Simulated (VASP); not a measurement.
# CoO in VASP: notebook

Runs on CoO. Level: PBE+U. Tasks: single point.

Program: VASP 6.6.1. These are calculated values, not measurements. Logs are shortened: lines on timing, memory, paths and dates and some standing lists are left out, and cuts for length are marked.

## 1. The cell of the first run

Symmetry: P-3m1, No. 164, trigonal system. The conventional cell has a = 2.972 Å, b = 2.972 Å, c = 5.017 Å, α = 90.00°, β = 90.00°, γ = 120.00°. Co (site symmetry -3m) has 6 O at 2.11 Å and 2 Co at 2.51 Å within 2.8 Å. Co (site symmetry -3m) has 6 O at 2.14 Å and 2 Co at 2.51 Å within 2.8 Å. O (site symmetry 3m) has 6 Co at 2.11 to 2.14 Å within 2.8 Å.

## 2. Single point, PBE+U, collinear spin, ferromagnetic start

File INCAR:

```
PREC = Accurate
ENCUT = 520
EDIFF = 1E-6
ISMEAR = 0
SIGMA = 0.05
LREAL = F
LASPH = T
NELM = 150
ALGO = Normal
ISIF = 2
LWAVE = F
LCHARG = F
ISPIN = 2
MAGMOM = 1.48 2.68 0 0
LORBIT = 11
LMAXMIX = 4
LDAU = T
LDAUTYPE = 2
LDAUL = 2 -1
LDAUU = 3.3 0
LDAUJ = 0 0
LDAUPRINT = 1
GGA = PE
NBANDS = 27
```

File KPOINTS:

```
Automatic mesh
0
Gamma
  6 6 4
```

File POSCAR:

```
CoO
1.0
    2.9716444736      0.0000000000      0.0000000000
   -1.4858222368      2.5735196052      0.0000000000
    0.0000000000      0.0000000000      5.0171135671
Co O
2 2
Direct
    0.0000000000      0.0000000000      0.0000000000
    0.0000000000      0.0000000000      0.5000000000
    0.3333333333      0.6666666667      0.2454700019
    0.6666666667      0.3333333333      0.7545299981
```

Potentials or basis: VASP PAW PBE potentials, release 64 (Co, O).

Started as:

```bash
cat potpaw_PBE.64/Co/POTCAR potpaw_PBE.64/O/POTCAR > POTCAR
mpirun -np 1 vasp_std > vasp.out
```

OUTCAR:

```text
PREC = Accurate
   ENCUT = 520
   EDIFF = 1E-6
   ISMEAR = 0
   LREAL = F
   LASPH = T
   NELM = 150
   ISIF = 2
   ISPIN = 2
   LORBIT = 11
   GGA = PE

 ion  position               nearest neighbor table
   1  0.000  0.000  0.000-   3 2.11   4 2.11   4 2.11   3 2.11   4 2.11   3 2.11   2 2.51   2 2.51

   2  0.000  0.000  0.500-   3 2.14   4 2.14   4 2.14   3 2.14   4 2.14   3 2.14   1 2.51   1 2.51

   3  0.333  0.667  0.245-   1 2.11   1 2.11   1 2.11   2 2.14   2 2.14   2 2.14
   4  0.667  0.333  0.755-   1 2.11   1 2.11   1 2.11   2 2.14   2 2.14   2 2.14

  LATTYP: Found a hexagonal cell.
 ALAT       =     2.9716444736
 C/A-ratio  =     1.6883290083

  Lattice vectors:

 A1 = (   2.9716444736,   0.0000000000,   0.0000000000)
 A2 = (  -1.4858222368,   2.5735196052,   0.0000000000)
 A3 = (   0.0000000000,   0.0000000000,   5.0171135671)

Analysis of symmetry for initial positions (statically):
=====================================================================
 Subroutine PRICEL returns:
 Original cell was already a primitive cell.

 Routine SETGRP: Setting up the symmetry group for a
 hexagonal supercell.

 Subroutine GETGRP returns: Found 12 space group operations
 (whereof 12 operations were pure point group operations)
 out of a pool of 24 trial point group operations.

The static configuration has the point symmetry D_3d.

Analysis of symmetry for dynamics (positions and initial velocities):
=====================================================================
 Subroutine PRICEL returns:
 Original cell was already a primitive cell.

 Routine SETGRP: Setting up the symmetry group for a
 hexagonal supercell.

 Subroutine GETGRP returns: Found 12 space group operations
 (whereof 12 operations were pure point group operations)
 out of a pool of 24 trial point group operations.

The dynamic configuration has the point symmetry D_3d.

Analysis of structural, dynamic, and magnetic symmetry:
=====================================================================
 Subroutine PRICEL returns:
 Original cell was already a primitive cell.

 Routine SETGRP: Setting up the symmetry group for a
 hexagonal supercell.

 Subroutine GETGRP returns: Found 12 space group operations
 (whereof 12 operations were pure point group operations)
 out of a pool of 24 trial point group operations.

The overall configuration has the point symmetry D_3d.

 Subroutine INISYM returns: Found 12 space group operations
 (whereof 12 operations are pure point group operations),
 and found     1 'primitive' translations

----------------------------------------------------------------------------------------

                                     Primitive cell

  volume of cell :      38.3688

  direct lattice vectors                    reciprocal lattice vectors
     2.971644474  0.000000000  0.000000000     0.336514011  0.194286455  0.000000000
    -1.485822237  2.573519605  0.000000000     0.000000000  0.388572909  0.000000000
     0.000000000  0.000000000  5.017113567     0.000000000  0.000000000  0.199317792

  length of vectors
     2.971644474  2.971644474  5.017113567     0.388572909  0.388572909  0.199317792

[... 150 lines left out ...]
  o =  0.1446  v =  0.0000  0.0000  0.0000  0.0000  0.0000  0.0000  0.6776 -0.0000  0.0000 -0.7355      0.0000  0.0000  0.0000  0.0000  0.0000  0.0000  0.0000  0.0000  0.0000  0.0000
  o =  0.9476  v =  0.0000  0.0000  0.0000  0.0000  0.0000 -0.6776  0.0000 -0.0000 -0.7355  0.0000      0.0000  0.0000  0.0000  0.0000  0.0000  0.0000  0.0000  0.0000  0.0000  0.0000
  o =  0.9476  v =  0.0000  0.0000  0.0000  0.0000  0.0000  0.0000 -0.7355 -0.0000  0.0000 -0.6776      0.0000  0.0000  0.0000  0.0000  0.0000  0.0000  0.0000  0.0000  0.0000  0.0000
  o =  0.9669  v = -0.8251  0.0000 -0.0000 -0.5650 -0.0000  0.0000  0.0000  0.0000  0.0000  0.0000      0.0000  0.0000  0.0000  0.0000  0.0000  0.0000  0.0000  0.0000  0.0000  0.0000
[... 26 lines left out ...]
  o =  0.9720  v =  0.0000 -0.0000  1.0000 -0.0000  0.0000  0.0000  0.0000  0.0000  0.0000  0.0000      0.0000  0.0000  0.0000  0.0000  0.0000  0.0000  0.0000  0.0000  0.0000  0.0000
  o =  1.0116  v = -0.5520  0.0000 -0.0000 -0.8338  0.0000  0.0000  0.0000  0.0000  0.0000  0.0000      0.0000  0.0000  0.0000  0.0000  0.0000  0.0000  0.0000  0.0000  0.0000  0.0000
  o =  1.0116  v =  0.0000 -0.8338 -0.0000 -0.0000 -0.5520  0.0000  0.0000  0.0000  0.0000  0.0000      0.0000  0.0000  0.0000  0.0000  0.0000  0.0000  0.0000  0.0000  0.0000  0.0000

 number of electron      29.9999997 magnetization       5.9861998

 Free energy of the ion-electron system (eV)
  ---------------------------------------------------
  ext. energy  EPLUGINS =         0.00000000
  ---------------------------------------------------
  free energy    TOTEN  =       -23.71365756 eV

  energy without entropy =      -23.71332071  energy(sigma->0) =      -23.71348914

 E-fermi :   7.3910     XC(G=0): -12.3614

 val. band max:        7.3665879709   @ k =   0.5000  -0.0000   0.0000
 cond. band min:       7.5642953313   @ k =   0.1667  -0.0000   0.0000
 fundamental gap:      0.1977073604
 Fermi energy:         7.3909570414

 spin component 1

 k-point     1 :       0.0000    0.0000    0.0000
  band No.  band energies     occupation
      1     -12.0673      1.00000
      2     -10.8605      1.00000
      3      -0.4819      1.00000
      4       0.9590      1.00000
      5       0.9590      1.00000
      6       1.2897      1.00000
[... 709 lines left out ...]
     26      22.6604      0.00000
     27      28.1583      0.00000
 Fermi energy:         7.3909570414

 spin component 2

 k-point     1 :       0.0000    0.0000    0.0000
  band No.  band energies     occupation
      1     -11.6266      1.00000
      2     -10.4095      1.00000
      3       0.6107      1.00000
      4       3.9360      1.00000
      5       3.9360      1.00000
      6       5.1751      1.00000
[... 709 lines left out ...]
     26      24.2731      0.00000
     27      28.7964      0.00000

------------------------ aborting loop because EDIFF is reached ----------------------------------------

  FORCE on cell =-STRESS in cart. coord.  units (eV):
  Direction    XX          YY          ZZ          XY          YZ          ZX
  --------------------------------------------------------------------------------------
  -------------------------------------------------------------------------------------
  Total        0.7675884      0.7675884      4.3959933      0.0000000      0.0000000      0.0000000
  in kB       32.0524117     32.0524117    183.5647749      0.0000000      0.0000000      0.0000000
  external PRESSURE =      82.5565328 kB  Pullay stress =       0.0000000 kB

 VOLUME and BASIS-vectors are now :
 -----------------------------------------------------------------------------
  energy-cutoff  :      520.00
  volume of cell :       38.37
      direct lattice vectors                 reciprocal lattice vectors
     2.971644474  0.000000000  0.000000000     0.336514011  0.194286455  0.000000000
    -1.485822237  2.573519605  0.000000000     0.000000000  0.388572909  0.000000000
     0.000000000  0.000000000  5.017113567     0.000000000  0.000000000  0.199317792

 POSITION                                       TOTAL-FORCE (eV/Angst)
 -----------------------------------------------------------------------------------
      0.00000      0.00000      0.00000         0.000000      0.000000      0.000000
      0.00000      0.00000      2.50856         0.000000      0.000000      0.000000
     -0.00000      1.71568      1.23155         0.000000      0.000000      0.359793
      1.48582      0.85784      3.78556        -0.000000     -0.000000     -0.359793
 -----------------------------------------------------------------------------------
    total drift:                               -0.000000      0.000000      0.000000

  FREE ENERGIE OF THE ION-ELECTRON SYSTEM (eV)
  ---------------------------------------------------
  free  energy   TOTEN  =       -23.7136575621 eV

  energy  without entropy=      -23.7133207134  energy(sigma->0) =      -23.71348914

 total charge

# of ion       s       p       d       tot
------------------------------------------
    1        0.323   0.410   7.172   7.906
    2        0.315   0.388   7.154   7.858
    3        1.552   3.452   0.000   5.004
    4        1.552   3.452   0.000   5.004
--------------------------------------------------
tot          3.743   7.703  14.326  25.772

 magnetization (x)

# of ion       s       p       d       tot
------------------------------------------
    1        0.016   0.015   2.673   2.704
    2        0.017   0.015   2.673   2.705
    3        0.024   0.221   0.000   0.246
    4        0.024   0.221   0.000   0.246
--------------------------------------------------
tot          0.081   0.472   5.346   5.900
```

Wall time 78 s (1 thread of Intel Xeon 6975P-C, shared host); peak memory 0.2 GiB.

What came out:

| Quantity | Value |
| --- | --- |
| Free energy | -23.7137 eV |
| Pressure | 8.3 GPa |
| Largest force | 0.360 eV/Å |
| Band gap on the k mesh | zero (filled and empty bands overlap) |
| Net moment | 5.99 μB per cell |
| Site moments | Co +2.70, +2.71; O +0.25 μB |
| Valence electrons inside the program's atomic spheres | Co 7.91, 7.86; O 5.00 |

Forces in eV/Å, atoms in the order of the input:
```
Co   0.000  0.000  0.000
Co   0.000  0.000  0.000
O    0.000  0.000  0.360
O    0.000  0.000 -0.360
```

Eigenvalues of the final occupation matrices:
```
    site  spin  trace               eigenvalues
site 1 d     1   4.94  0.97 0.97 0.97 1.02 1.02
site 1 d     2   2.26  0.08 0.14 0.14 0.95 0.95
site 2 d     1   4.93  0.97 0.97 0.97 1.01 1.01
site 2 d     2   2.25  0.08 0.14 0.14 0.95 0.95
```

Caveat: the k points lie up to 0.41 Å⁻¹ apart. The state reached can hang on the start; a lower one may exist.

## 3. Single point, PBE+U, collinear spin, ferromagnetic start

File INCAR:

```
SYSTEM = CoO
PREC     = Accurate       ! precision mode
ENCUT    = 520            ! plane-wave cutoff, eV
EDIFF    = 1E-6           ! SCF threshold, eV
ISMEAR   = 0              ! smearing method
SIGMA    = 0.05           ! smearing width, eV
LREAL    = .FALSE.        ! projectors in reciprocal space
LASPH    = .TRUE.         ! aspherical terms in the spheres
NELM     = 150            ! most SCF steps
ALGO     = Normal         ! electronic algorithm
ISIF     = 2              ! what is computed and relaxed
LWAVE    = .FALSE.        ! write WAVECAR
LCHARG   = .FALSE.        ! write CHGCAR
ISPIN    = 2              ! spin polarisation
MAGMOM   = 1.48 2.68 0 0  ! initial moments
LORBIT   = 11             ! projections on sites
LMAXMIX  = 4              ! l up to which the mixer works
LDAU     = .TRUE.         ! DFT+U
LDAUTYPE = 2            
LDAUL    = 2 -1           ! shell
LDAUU    = 3.3 0          ! U, eV
LDAUJ    = 0 0          
LDAUPRINT= 1            
GGA      = PE             ! functional
NBANDS   = 27             ! bands
```

File KPOINTS:

```
regular mesh
0
G
  6 6 4
  0 0 0
```

POSCAR is that of step 2.

Potentials or basis: VASP PAW PBE potentials, release 64 (Co, O).

Started as:

```bash
cat potpaw_PBE.64/Co/POTCAR potpaw_PBE.64/O/POTCAR > POTCAR
mpirun -np 1 vasp_std > vasp.out
```

Wall time 74 s (1 thread of Intel Xeon 6975P-C, shared host); peak memory 0.2 GiB.

Results (log left out):

- Free energy: -23.7137 eV
- Pressure: 8.3 GPa
- Largest force: 0.360 eV/Å
- Band gap on the k mesh: zero (filled and empty bands overlap)
- Net moment: 5.99 μB per cell
- Site moments: Co +2.70, +2.71; O +0.25 μB
- Valence electrons inside the program's atomic spheres: Co 7.91, 7.86; O 5.00

Forces on the atoms (eV/Å):
```
Co   0.000  0.000  0.000
Co   0.000  0.000  0.000
O    0.000  0.000  0.360
O    0.000  0.000 -0.360
```

Stress tensor (GPa, compression positive):
```
 3.21  0.00  0.00
 0.00  3.21  0.00
 0.00  0.00 18.36
```

Levels at points of the mesh, in eV from the Fermi level:
Spin up:
```csv
k point,band 14,band 15,band 16,band 17,band 18,band 19,band 20,band 21,band 22,band 23
"(0.00, 0.00, 0.00)",-2.50,-2.23,-2.23,-0.04,-0.04,1.68,5.83,9.73,14.95,14.95
"(0.50, 0.00, 0.00)",-3.10,-2.72,-2.41,-0.42,-0.02,6.51,8.25,8.88,10.54,11.18
"(0.00, 0.00, 0.50)",-3.36,-0.97,-0.97,-0.78,-0.78,4.26,4.45,11.47,11.91,16.15
"(0.50, 0.00, 0.50)",-2.74,-1.42,-1.36,-1.29,-1.12,6.38,6.40,10.26,10.36,12.29
```
Spin down:
```tsv
k point	band 9	band 10	band 11	band 12	band 13	band 14	band 15	band 16
(0.00, 0.00, 0.00)	-1.78	-1.78	-1.47	-1.47	-0.13	2.01	2.01	2.33
(0.50, 0.00, 0.00)	-2.02	-1.73	-1.14	-0.55	1.20	2.54	2.55	2.93
(0.00, 0.00, 0.50)	-1.90	-1.90	-1.75	-1.75	1.25	1.45	3.05	3.05
(0.50, 0.00, 0.50)	-1.83	-1.66	-0.81	-0.65	1.89	2.02	3.06	3.17
```

Eigenvalues of the final occupation matrices:
```csv
site,spin,trace,eigenvalues
site 1 d,1,4.94,0.97 0.97 0.97 1.02 1.02
site 1 d,2,2.26,0.08 0.14 0.14 0.95 0.95
site 2 d,1,4.93,0.97 0.97 0.97 1.01 1.01
site 2 d,2,2.25,0.08 0.14 0.14 0.95 0.95
```

Caveat: the k points lie up to 0.41 Å⁻¹ apart.

## 4. Single point, PBE+U, collinear spin, antiferromagnetic start

File INCAR:

```
PREC = Accurate
ENCUT = 520
EDIFF = 1E-7
ISMEAR = 0
SIGMA = 0.05
LREAL = F
LASPH = T
NELM = 150
ALGO = Normal
ISIF = 2
LWAVE = F
LCHARG = T
ISPIN = 2
MAGMOM = -2.72 2.74 0 0
LORBIT = 11
LMAXMIX = 4
LDAU = T
LDAUTYPE = 2
LDAUL = 2 -1
LDAUU = 3.3 0
LDAUJ = 0 0
LDAUPRINT = 1
GGA = PE
LELF = T
LVHAR = T
NBANDS = 27
```

File KPOINTS:

```
Automatic mesh
0
Gamma
  12 12 6
```

POSCAR is that of step 3.

Started as:

```bash
cat potpaw_PBE.64/Co/POTCAR potpaw_PBE.64/O/POTCAR > POTCAR
mpirun -np 1 vasp_std > vasp.out
```

Wall time 4.5 min (1 thread of Intel Xeon 6975P-C, shared host); peak memory 0.28 GiB.

The run converged. Its results:

| Item | Value |
| --- | --- |
| Free energy | -22.7303 eV |
| Pressure | 1.1 GPa |
| Largest force | 0.162 eV/Å |
| Net moment | -0.12 μB per cell |
| Site moments | Co -2.65, +2.58; O -0.02 μB |
| Valence electrons inside the program's atomic spheres | Co 7.89, 7.87; O 4.99 |

Forces in eV/Å, atoms in the order of the input:
```
Co   0.000  0.000  0.000
Co   0.000  0.000  0.000
O    0.000  0.000  0.162
O    0.000  0.000 -0.162
```

Stress tensor (GPa, compression positive):
```
-4.22  0.00  0.00
 0.00 -4.22  0.00
 0.00  0.00 11.85
```

Levels at points of the mesh, in eV from the Fermi level:
Spin up:
| k point | band 12 | band 13 | band 14 | band 15 | band 16 | band 17 | band 18 | band 19 |
| --- | --- | --- | --- | --- | --- | --- | --- | --- |
| (0.00, 0.00, 0.00) | -2.34 | -2.34 | -0.81 | -0.06 | -0.06 | 1.71 | 2.70 | 2.70 |
| (0.50, 0.00, 0.00) | -2.53 | -1.82 | -1.09 | -0.02 | 0.20 | 2.89 | 2.99 | 6.42 |
| (0.00, 0.00, 0.50) | -1.76 | -1.07 | -1.07 | -0.29 | -0.29 | 2.61 | 2.61 | 4.26 |
| (0.50, 0.00, 0.50) | -1.90 | -1.47 | -1.38 | -0.19 | 0.19 | 2.75 | 2.80 | 6.31 |
Spin down:
```
           k point  band 13  band 14  band 15  band 16  band 17  band 18
(0.00, 0.00, 0.00)    -2.16    -0.82    -0.09    -0.09     1.70     2.79
(0.50, 0.00, 0.00)    -1.72    -1.04    -0.07     0.23     3.04     3.08
(0.00, 0.00, 0.50)    -1.04    -1.04    -0.33    -0.33     2.71     2.71
(0.50, 0.00, 0.50)    -1.44    -1.40    -0.20     0.22     2.85     2.95
```

Eigenvalues of the final occupation matrices:
| site | spin | trace | eigenvalues |
| --- | --- | --- | --- |
| site 1 d | 1 | 2.27 | 0.17 0.17 0.49 0.49 0.95 |
| site 1 d | 2 | 4.91 | 0.97 0.97 0.97 1.00 1.00 |
| site 2 d | 1 | 4.89 | 0.96 0.96 0.97 1.00 1.00 |
| site 2 d | 2 | 2.32 | 0.15 0.15 0.53 0.53 0.95 |

The state reached can hang on the start; a lower one may exist.

## 5. Single point, PBE+U, collinear spin, antiferromagnetic start

This run uses another cell than the first one: it holds 8 atoms, not 4.

File INCAR:

```
PREC = Accurate
ENCUT = 520
EDIFF = 1E-6
ISMEAR = 0
SIGMA = 0.05
LREAL = False
LASPH = True
NELM = 150
ALGO = Normal
ISIF = 2
LWAVE = False
LCHARG = False
ISPIN = 2
MAGMOM = 3 3 -3 -3 0 0 0 0
LORBIT = 11
LMAXMIX = 4
LDAU = True
LDAUTYPE = 2
LDAUL = 2 -1
LDAUU = 3.3 0
LDAUJ = 0 0
LDAUPRINT = 1
GGA = PE
NBANDS = 44
```

File KPOINTS:

```
Automatic mesh
0
Gamma
  12 12 3
```

File POSCAR:

```
CoO
1.0
    2.9815252878      0.0000000000      0.0000000000
   -1.4907626439      2.5820766413      0.0000000000
    0.0000000000      0.0000000000     10.4219018018
Co O
4 4
Direct
    0.0000000000      0.0000000000      0.0000000000
    0.0000000000      0.0000000000      0.2500000000
    0.0000000000      0.0000000000      0.5000000000
    0.0000000000      0.0000000000      0.7500000000
    0.3333333333      0.6666666667      0.1250000793
    0.6666666667      0.3333333333      0.3749999206
    0.3333333333      0.6666666667      0.6250000794
    0.6666666667      0.3333333333      0.8749999206
```

Started as:

```bash
cat potpaw_PBE.64/Co/POTCAR potpaw_PBE.64/O/POTCAR > POTCAR
mpirun -np 1 vasp_std > vasp.out
```

Run time: 7.8 min. Hardware: 1 thread of Intel Xeon 6975P-C, shared host; peak memory 0.36 GiB.

It converged, with:

```yaml
Free_energy: -47.8568 eV
Pressure: -2.1 GPa
Largest_force: 0.230 eV/Å
Band_gap_on_the_k_mesh: 1.20 eV
Net_moment: 0.00 μB per cell
Site_moments: Co +2.67, -2.67; O +0.21, +0.00, -0.21 μB
Valence_electrons_inside_the_program's_atomic_spheres: Co 7.80; O 4.98, 4.97
```

Forces in eV/Å, atoms in the order of the input:
```
Co   0.000  0.000 -0.230
Co   0.000  0.000  0.230
Co   0.000  0.000 -0.230
Co   0.000  0.000  0.230
O    0.000  0.000  0.000
O    0.000  0.000  0.000
O    0.000  0.000  0.000
O    0.000  0.000  0.000
```

Stress tensor (GPa, compression positive):
```
-2.42  0.00  0.00
 0.00 -2.42  0.00
 0.00  0.00 -1.40
```

Levels at points of the mesh, in eV from the valence-band top:
Spin up:
```
           k point  band 26  band 27  band 28  band 29  band 30  band 31  band 32  band 33  band 34  band 35
(0.00, 0.00, 0.00)    -1.39    -1.11    -1.11    -0.09    -0.09     1.20     2.08     2.61     2.93     2.93
(0.50, 0.00, 0.00)    -1.37    -0.51    -0.47    -0.44     0.00     2.12     2.83     3.17     3.18     3.84
```
Spin down:
| k point | band 28 | band 29 | band 30 | band 31 | band 32 | band 33 |
| --- | --- | --- | --- | --- | --- | --- |
| (0.00, 0.00, 0.00) | -1.11 | -0.09 | -0.09 | 1.20 | 2.08 | 2.61 |
| (0.50, 0.00, 0.00) | -0.47 | -0.44 | 0.00 | 2.12 | 2.83 | 3.17 |

Eigenvalues of the final occupation matrices:
| site | spin | trace | eigenvalues |
| --- | --- | --- | --- |
| site 1 d | 1 | 4.90 | 0.96 0.96 0.96 1.00 1.00 |
| site 1 d | 2 | 2.25 | 0.06 0.14 0.14 0.95 0.95 |
| site 2 d | 1 | 4.90 | 0.96 0.96 0.96 1.00 1.00 |
| site 2 d | 2 | 2.25 | 0.06 0.14 0.14 0.95 0.95 |
| site 3 d | 1 | 2.25 | 0.06 0.14 0.14 0.95 0.95 |
| site 3 d | 2 | 4.90 | 0.96 0.96 0.96 1.00 1.00 |
| site 4 d | 1 | 2.25 | 0.06 0.14 0.14 0.95 0.95 |
| site 4 d | 2 | 4.90 | 0.96 0.96 0.96 1.00 1.00 |

## 6. Summary

```tsv
spin	cell	k mesh	gap on the mesh (eV)	pressure (GPa)	moment (μB)	largest force (eV/Å)
collinear, ferromagnetic start	a = 2.972, b = 2.972, c = 5.017 Å, angles 90.0, 90.0, 120.0°, 4 atoms	6 × 6 × 4	none	8.3	5.99	0.36
collinear, antiferromagnetic start	a = 2.972, b = 2.972, c = 5.017 Å, angles 90.0, 90.0, 120.0°, 4 atoms	12 × 12 × 6	none	1.1	0.12	0.16
collinear, antiferromagnetic start	a = 2.982, b = 2.982, c = 10.422 Å, angles 90.0, 90.0, 120.0°, 8 atoms	12 × 12 × 3	1.20	-2.1	0.00	0.23
```

Alike in all rows: task single point; level PBE+U; potentials or basis VASP PAW PBE potentials, release 64 (Co, O); Co d U = 3.3 eV; cutoff (eV) 520; smearing gaussian 0.05 eV.

Caveats: some runs use coarse meshes.

Total energies depend on the potentials used, so only differences within one code and one set of settings carry meaning.
